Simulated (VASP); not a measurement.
# As in VASP: notebook, part 2 of 2

VASP 6.6.1.

### 3 Single point, LDA

This run uses another cell than the first one, of 145.40 Å³/atom, 0.881 times its volume.

INCAR reads:

```
PREC = Accurate ; ENCUT = 520
EDIFF = 1E-6 ; ISMEAR = 0
SIGMA = 0.02 ; LREAL = F
LASPH = T ; NELM = 120
ALGO = Normal ; ISIF = 2
LWAVE = F ; LCHARG = F
LDIPOL = T ; IDIPOL = 3
DIPOL = 0.5 0.5 0.500 ; GGA = CA
NBANDS = 22 ; GGA_COMPAT = F
NELMDL = -8
```

KPOINTS reads:

```
regular mesh
0
Gamma
  9 9 1
```

POSCAR reads:

```
As
1.0
    3.4630000000      0.0000000000      0.0000000000
   -1.7315000000      2.9990459733      0.0000000000
    0.0000000000      0.0000000000     28.0000000000
As
2
Direct
    0.3333333333      0.6666666667      0.5000000000
    0.6666666667      0.3333333333      0.5000000000
```

Potentials or basis: VASP PAW LDA potentials, release 64 (As_d).

Run with:

```bash
$ cat potpaw_LDA.64/As_d/POTCAR > POTCAR
$ mpirun -np 1 vasp_std > vasp.out
```

OUTCAR:

```text
PREC = Accurate
   ENCUT = 520
   EDIFF = 1E-6
   ISMEAR = 0
   LREAL = F
   LASPH = T
   NELM = 120
   ISIF = 2
   GGA = CA
   NELMDL = -8

 ion  position               nearest neighbor table
   1  0.333  0.667  0.500-   2 2.00   2 2.00   2 2.00
   2  0.667  0.333  0.500-   1 2.00   1 2.00   1 2.00

  LATTYP: Found a hexagonal cell.
 ALAT       =     3.4630000000
 C/A-ratio  =     8.0854750217

  Lattice vectors:

 A1 = (   3.4630000000,   0.0000000000,   0.0000000000)
 A2 = (  -1.7315000000,   2.9990459733,   0.0000000000)
 A3 = (   0.0000000000,   0.0000000000,  28.0000000000)

Analysis of symmetry for initial positions (statically):
=====================================================================
 Subroutine PRICEL returns:
 Original cell was already a primitive cell.

 Routine SETGRP: Setting up the symmetry group for a
 hexagonal supercell.

 Subroutine GETGRP returns: Found 24 space group operations
 (whereof 24 operations were pure point group operations)
 out of a pool of 24 trial point group operations.

The static configuration has the point symmetry D_6h.

Analysis of symmetry for dynamics (positions and initial velocities):
=====================================================================
 Subroutine PRICEL returns:
 Original cell was already a primitive cell.

 Routine SETGRP: Setting up the symmetry group for a
 hexagonal supercell.

 Subroutine GETGRP returns: Found 24 space group operations
 (whereof 24 operations were pure point group operations)
 out of a pool of 24 trial point group operations.

The dynamic configuration has the point symmetry D_6h.

 Subroutine INISYM returns: Found 24 space group operations
 (whereof 24 operations are pure point group operations),
 and found     1 'primitive' translations

----------------------------------------------------------------------------------------

                                     Primitive cell

  volume of cell :     290.7995

  direct lattice vectors                    reciprocal lattice vectors
     3.463000000  0.000000000  0.000000000     0.288766965  0.166719685  0.000000000
    -1.731500000  2.999045973  0.000000000     0.000000000  0.333439370  0.000000000
     0.000000000  0.000000000 28.000000000     0.000000000  0.000000000  0.035714286

  length of vectors
     3.463000000  3.463000000 28.000000000     0.333439370  0.333439370  0.035714286

  position of ions in fractional coordinates (direct lattice)
     0.333333333  0.666666667  0.500000000
     0.666666667  0.333333333  0.500000000

  ion indices of the primitive-cell ions
   primitive index   ion index
                 1           1
                 2           2

----------------------------------------------------------------------------------------

 KPOINTS: regular mesh

Automatic generation of k-mesh.
 Grid dimensions read from file:
 generate k-points for:    9    9    1

 Generating k-lattice:

  Cartesian coordinates                     Fractional coordinates (reciprocal lattice)
     0.032085218  0.018524409  0.000000000     0.111111111 -0.000000000  0.000000000
     0.000000000  0.037048819  0.000000000     0.000000000  0.111111111  0.000000000
     0.000000000  0.000000000  0.035714286     0.000000000  0.000000000  1.000000000

  Length of vectors
     0.037048819  0.037048819  0.035714286

  Shift w.r.t. Gamma in fractional coordinates (k-lattice)
     0.000000000  0.000000000  0.000000000

 Subroutine IBZKPT returns following result:
 ===========================================

 Found     12 irreducible k-points:

 Following reciprocal coordinates:
            Coordinates               Weight
  0.000000  0.000000  0.000000      1.000000
  0.111111  0.000000  0.000000      6.000000
  0.222222 -0.000000  0.000000      6.000000
  0.333333 -0.000000  0.000000      6.000000
  0.444444 -0.000000  0.000000      6.000000
  0.111111  0.111111  0.000000      6.000000
  0.222222  0.111111  0.000000     12.000000
  0.333333  0.111111  0.000000     12.000000
  0.444444  0.111111  0.000000      6.000000
  0.222222  0.222222  0.000000      6.000000
  0.333333  0.222222  0.000000     12.000000
  0.333333  0.333333  0.000000      2.000000
   k-points           NKPTS =     12   k-points in BZ     NKDIM =     12   number of bands    NBANDS=     22
   number of dos      NEDOS =    301   number of ions     NIONS =      2
   total plane-waves  NPLWV = 164640
   dimension x,y,z NGX =    28 NGY =   28 NGZ =  210
   dimension x,y,z NGXF=    56 NGYF=   56 NGZF=  420
   ions per type =               2
   NGX,Y,Z   is equivalent  to a cutoff of  13.44, 13.44, 12.47 a.u.
   NGXF,Y,Z  is equivalent  to a cutoff of  26.88, 26.88, 24.94 a.u.
 SYSTEM =  unknown system
   PREC   = accura    normal or accurate (medium, high low for compatibility)
   ISTART =      0    job   : 0-new  1-cont  2-samecut
   ICHARG =      2    charge: 1-file 2-atom 10-const
   ISPIN  =      1    spin polarized calculation?
   LNONCOLLINEAR =      F non collinear calculations
   LSORBIT =      F    spin-orbit coupling
   LASPH  =      T    aspherical Exc in radial PAW
   ENCUT  =  520.0 eV  38.22 Ry    6.18 a.u.   6.44  6.44 52.06*2*pi/ulx,y,z
   NELM   =    120;   NELMIN=  2; NELMDL= -8     # of ELM steps
   EDIFF  = 0.1E-05   stopping-criterion for ELM
   LREAL  =      F    real-space projection
   EDIFFG = 0.1E-04   stopping-criterion for IOM
   NSW    =      0    number of steps for IOM
   IBRION =     -1    ionic relax: 0-MD 1-quasi-New 2-CG
   NFREE  =      0    steps in history (QN), initial steepest desc. (CG)
   ISIF   =      2    stress and relaxation
   ISYM   =      2    0-nonsym 1-usesym 2-fastsym
   POTIM  = 0.5000    time-step for ionic-motion
   TEBEG  =    0.0;   TEEND  =   0.0 temperature during run
   PSTRESS=    0.0 pullay stress
   NELECT =      30.0000    total number of electrons
   NUPDOWN=      -1.0000    fix difference up-down
   EMIN   =  10.00;   EMAX   =-10.00  energy-range for DOS
   EFERMI =   0.00;   METHOD = LEGACY
   ISMEAR =     0;   SIGMA  =   0.02  broadening in eV -4-tet -1-fermi 0-gaus
   EFERMI_NEDOS =   21; number of points for ismear=-14 and -15
   IALGO  =     38    algorithm
   IMIX   =      4    mixing-type and parameters
     AMIX     =   0.40;   BMIX     =  1.00
     AMIX_MAG =   1.60;   BMIX_MAG =  1.00
  volume/ion in A,a.u.               =     145.40       981.21
  Fermi-wavevector in a.u.,A,eV,Ry     =   0.767805  1.450940  8.020959  0.589524
  Thomas-Fermi vector in A             =   1.868440
   LORBIT       =      0    0 simple, 1 ext, 2 COOP (PROOUT), +10 PAW based schemes
   GGA     = CA    functional components
   LHFCALC =     F    Hartree Fock is set to
   AEXX    =    0.0000 exact exchange contribution
   IVDW    =     0    specifies the selected vdW correction
   LEPSILON=     F    determine dielectric tensor
   LRPA    =     F    only Hartree local field effects (RPA)
 non-spin polarized calculation
 Gauss-broadening in eV      SIGMA  =   0.02
  energy-cutoff  :      520.00
  volume of cell :      290.80
 maximum number of plane-waves:      7891
 NGX is ok and might be reduce to    28
   NGX = 13   NGY = 13   NGZ =105

 dipolmoment           0.000000      0.000000      0.000000 electrons x Angstroem

 number of electron      30.0000004 magnetization

 dipolmoment           0.000000      0.000000     -0.000000 electrons x Angstroem

 Free energy of the ion-electron system (eV)
  ---------------------------------------------------
  ext. energy  EPLUGINS =         0.00000000
  ---------------------------------------------------
  free energy    TOTEN  =        -4.47829701 eV

  energy without entropy =       -4.47829688  energy(sigma->0) =       -4.47829694

 E-fermi :  -2.7200     XC(G=0):  -1.8361

 val. band max:       -2.7836454738   @ k =   0.3333   0.1111   0.0000
 cond. band min:      -2.6585201948   @ k =   0.2222   0.2222   0.0000
 fundamental gap:      0.1251252789
 Fermi energy:        -2.7200245037

 k-point     1 :       0.0000    0.0000    0.0000
  band No.  band energies     occupation
      1     -40.2201      2.00000
      2     -40.2201      2.00000
      3     -40.0706      2.00000
      4     -39.9504      2.00000
      5     -39.9504      2.00000
      6     -39.8919      2.00000
[... 274 lines left out ...]
      6     -39.7977      2.00000
[... 14 lines left out ...]
     21       4.6993      0.00000
     22       5.7234      0.00000

------------------------ aborting loop because EDIFF is reached ----------------------------------------

 vacuum level on the upper side and lower side of the slab       (xc-potential included)        -0.007        -0.007

  FORCE on cell =-STRESS in cart. coord.  units (eV):
  Direction    XX          YY          ZZ          XY          YZ          ZX
  --------------------------------------------------------------------------------------
  -------------------------------------------------------------------------------------
  Total       27.7009951     27.7009951     -0.0056085      0.0000000      0.0000000      0.0000000
  in kB      152.6203012    152.6203012     -0.0309005      0.0000000      0.0000000      0.0000000
  external PRESSURE =     101.7365673 kB  Pullay stress =       0.0000000 kB

 VOLUME and BASIS-vectors are now :
 -----------------------------------------------------------------------------
  energy-cutoff  :      520.00
  volume of cell :      290.80
      direct lattice vectors                 reciprocal lattice vectors
     3.463000000  0.000000000  0.000000000     0.288766965  0.166719685  0.000000000
    -1.731500000  2.999045973  0.000000000     0.000000000  0.333439370  0.000000000
     0.000000000  0.000000000 28.000000000     0.000000000  0.000000000  0.035714286

 POSITION                                       TOTAL-FORCE (eV/Angst)
 -----------------------------------------------------------------------------------
     -0.00000      1.99936     14.00000        -0.000000      0.000000      0.000000
      1.73150      0.99968     14.00000         0.000000      0.000000      0.000000
 -----------------------------------------------------------------------------------
    total drift:                                0.000000      0.000000     -0.000000

  FREE ENERGIE OF THE ION-ELECTRON SYSTEM (eV)
  ---------------------------------------------------
  free  energy   TOTEN  =        -4.4782970090 eV

  energy  without entropy=       -4.4782968763  energy(sigma->0) =       -4.47829694

 vacuum level on the upper side and lower side of the slab         1.150         1.150
```

OSZICAR:

```text
N       E                     dE             d eps       ncg     rms          rms(c)
DAV:   1     0.269684469798E+03    0.26968E+03   -0.16436E+04   628   0.309E+03
DAV:   2     0.393423030795E+02   -0.23034E+03   -0.22014E+03   628   0.765E+02
DAV:   3    -0.152230973614E+01   -0.40865E+02   -0.39960E+02   744   0.158E+02
[... 16 lines left out ...]
DAV:  20    -0.447827389854E+01   -0.93442E-05   -0.13011E-07   450   0.325E-03    0.553E-04
DAV:  21    -0.447829138382E+01   -0.17485E-04   -0.87802E-07   478   0.330E-03    0.536E-04
DAV:  22    -0.447829472180E+01   -0.33380E-05   -0.37279E-08   432   0.248E-03    0.232E-04
DAV:  23    -0.447829668933E+01   -0.19675E-05   -0.25717E-08   376   0.146E-03    0.218E-04
DAV:  24    -0.447829700903E+01   -0.31970E-06   -0.53134E-09   392   0.140E-03
   1 F= -.44782970E+01 E0= -.44782969E+01  d E =-.132691E-06
```

It took 2 min on 1 thread of Intel Xeon Platinum 8259CL at 2.50GHz (Skylake/Cascade Lake), shared host; peak memory 0.32 GiB.

Results:

- Free energy: -4.4783 eV
- Band gap on the k mesh: zero (band 15 reaches -1.96 eV, above the bottom of band 16 at -3.70 eV)

### 4 Single point, LDA

This run uses another cell than the first one, of 155.04 Å³/atom, 0.940 times its volume.

INCAR, as its differences from that of step 3:

```diff
@@ -7,4 +7,3 @@
 LDIPOL = T ; IDIPOL = 3
-DIPOL = 0.5 0.5 0.500 ; GGA = CA
-NBANDS = 22 ; GGA_COMPAT = F
-NELMDL = -8
+DIPOL = 0.5 0.5 0.500 ; NBANDS = 22
+GGA_COMPAT = F ; NELMDL = -8
```

KPOINTS reads:

```
Automatic mesh
0
Gamma
  9 9 1
```

POSCAR reads:

```
As
1.0
    3.5760000000      0.0000000000      0.0000000000
   -1.7880000000      3.0969068439      0.0000000000
    0.0000000000      0.0000000000     28.0000000000
As
2
Direct
    0.3333333333      0.6666666667      0.5000000000
    0.6666666667      0.3333333333      0.5000000000
```

Run with:

```bash
$ cat potpaw_LDA.64/As_d/POTCAR > POTCAR
$ mpirun -np 1 vasp_std > vasp.out
```

It took 69 s on 1 thread of Intel Xeon 6975P-C (Granite Rapids), shared host; peak memory 0.32 GiB.

Results (log left out):

```yaml
Free_energy: -6.0095 eV
Band_gap_on_the_k_mesh: zero (band 15 reaches -2.92 eV, above the bottom of band 16 at -3.83 eV)
```

Levels at points of the mesh, in eV from the Fermi level:
| k point | band 13 | band 14 | band 15 | band 16 | band 17 | band 18 |
| --- | --- | --- | --- | --- | --- | --- |
| (0.00, 0.00, 0.00) | -4.77 | -4.77 | -2.09 | 1.47 | 1.47 | 2.29 |

### 5 Single point, LDA

This run uses another cell than the first one, of 136.07 Å³/atom, 0.825 times its volume.

INCAR reads:

```
SYSTEM = As
  PREC = Accurate
  ENCUT = 520
  EDIFF = 1E-6
  ISMEAR = 0
  SIGMA = 0.02
  LREAL = .False.
  LASPH = .True.
  NELM = 120
  ALGO = Normal
  ISIF = 2
  LWAVE = .False.
  LCHARG = .False.
  LDIPOL = .True.
  IDIPOL = 3
  DIPOL = 0.5 0.5 0.500
  NBANDS = 22
  GGA_COMPAT = .False.
  NELMDL = -8
```

KPOINTS reads:

```
regular mesh
0
Gamma
  9 9 1
  0 0 0
```

POSCAR reads:

```
As
1.0
    3.3500000000      0.0000000000      0.0000000000
   -1.6750000000      2.9011851027      0.0000000000
    0.0000000000      0.0000000000     28.0000000000
As
2
Direct
    0.3333333333      0.6666666667      0.5000000000
    0.6666666667      0.3333333333      0.5000000000
```

Run with:

```bash
$ cat potpaw_LDA.64/As_d/POTCAR > POTCAR
$ mpirun -np 1 vasp_std > vasp.out
```

Wall time 72 s (1 thread of AMD EPYC 9R45 (Zen 5), shared host); peak memory 0.28 GiB.

The run converged. Its results:

```yaml
Free_energy: -2.4192 eV
Band_gap_on_the_k_mesh: zero (band 15 reaches -1.09 eV, above the bottom of band 16 at -3.65 eV)
```

Levels at points of the mesh, in eV from the Fermi level:
```csv
k point,band 11,band 12,band 13,band 14,band 15,band 16,band 17,band 18,band 19,band 20
"(0.00, 0.00, 0.00)",-19.65,-7.64,-5.28,-5.28,-0.30,1.24,1.24,1.37,3.08,3.43
```

### 6 Overview

```tsv
potentials or basis	cell	second run	gap on the mesh (eV)
VASP PAW LDA potentials, release 64 (As)	a = 3.689, b = 3.689, c = 28.000 Å, angles 90.0, 90.0, 120.0°, 2 atoms	-	none
VASP PAW LDA potentials, release 64 (As_d)	a = 3.463, b = 3.463, c = 28.000 Å, angles 90.0, 90.0, 120.0°, 2 atoms	valence_matched	none
VASP PAW LDA potentials, release 64 (As_d)	a = 3.576, b = 3.576, c = 28.000 Å, angles 90.0, 90.0, 120.0°, 2 atoms	valence_matched	none
VASP PAW LDA potentials, release 64 (As_d)	a = 3.350, b = 3.350, c = 28.000 Å, angles 90.0, 90.0, 120.0°, 2 atoms	valence_matched	none
```

Alike in all rows: task single point; level LDA; no spin polarisation; k mesh 9 × 9 × 1; cutoff (eV) 520; smearing gaussian 0.02 eV.

Absolute energies hang on the potentials; compare differences alone.
